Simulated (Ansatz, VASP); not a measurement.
Be: VASP beside Ansatz

```
Be
1.0
     0.00000    1.57356    1.57356
     1.57356    0.00000    1.57356
     1.57356    1.57356    0.00000
Be
1
Direct
  0.00000 0.00000 0.00000
```

Alike in both runs: task single point; functional PBEsol; k mesh 23 × 23 × 23; occupations fermi-dirac, width 0.05 eV; no spin polarisation.

```csv
,VASP,Ansatz
version,VASP 6.6.1,Ansatz 0.2.0
potentials or method,"VASP PAW PBE potentials, release 64 (Be), cutoff 520 eV","all-electron LAPW, scalar-relativistic"
```

```csv
,VASP,Ansatz,Ansatz less VASP
pressure (GPa),0.4,-0.1,-0.46
```

VASP's potentials were made for PBE, not for PBEsol. Ansatz ran all-electron here, and VASP with PAW potentials.
